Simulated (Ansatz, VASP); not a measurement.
# SnO: VASP beside Ansatz

Contents of INCAR:

```
SYSTEM = SnO
PREC = Accurate
ENCUT = 520
EDIFF = 1E-6
ISMEAR = 0
SIGMA = 0.15
LREAL = .FALSE.
LASPH = .TRUE.
NELM = 100
ALGO = Normal
ISIF = 2
LWAVE = .FALSE.
LCHARG = .TRUE.
GGA = PE
IVDW = 12
LELF = .TRUE.
LVHAR = .TRUE.
NBANDS = 28
```

The input KPOINTS:

```
regular mesh
0
G
  14 14 12
  0 0 0
```

POSCAR

```
SnO
1.0
    4.1333867136      0.0000000000      0.0000000000
    0.0000000000      4.1333867136      0.0000000000
    0.0000000000      0.0000000000      4.1038780454
Sn O
2 2
Direct
    0.0000000000      0.5000000000      0.2432422108
    0.5000000000      0.0000000000      0.7567577892
    0.0000000000      0.0000000000      0.0000000000
    0.5000000000      0.5000000000      0.0000000000
```

Input for Ansatz:

```yaml
crystal:
  lattice:
    - [4.1333867136, 0.0, 0.0]
    - [0.0, 4.1333867136, 0.0]
    - [0.0, 0.0, 4.1038780454]
  atoms:
    - { symbol: Sn, position: [0.0, 0.5, 0.2432422108] }
    - { symbol: Sn, position: [0.5, 0.0, 0.7567577892] }
    - { symbol: O, position: [0.0, 0.0, 0.0] }
    - { symbol: O, position: [0.5, 0.5, 0.0] }
basis:
  ecutwfc: 420
kpoints:
  mp_grid: { grid: [14, 14, 12] }
hamiltonian:
  xc: pbe
  dispersion: d3bj
scf:
  occupations: { method: gaussian, width: 0.15 }
output:
  forces: true
  stress: true
  eigenvalues: true
```

Alike in both runs: task single point; functional PBE; dispersion D3(BJ); k mesh 14 × 14 × 12; occupations gaussian, width 0.15 eV; no spin polarisation.

```csv
,VASP,Ansatz
version,VASP 6.6.1,Ansatz 0.2.0
potentials or method,"VASP PAW PBE potentials, release 64 (Sn_d, O), cutoff 520 eV","scalar-relativistic, plane waves, PAW"
valence electrons in the cell,40,40
```

```csv
,VASP,Ansatz,Ansatz less VASP
gap on the k mesh at the Fermi level (eV),0.85,0.86,+0.003
least direct gap on the mesh (eV),1.23,1.28,+0.043
pressure (GPa),-3.0,-3.2,-0.19
"traceless stress, the component that is largest in VASP (GPa)",6.90,7.00,+0.105
rms of the force components (eV/Å),0.142,0.119,-0.0227
```

Atom by atom the forces differ by 0.023 eV/Å (rms over components).
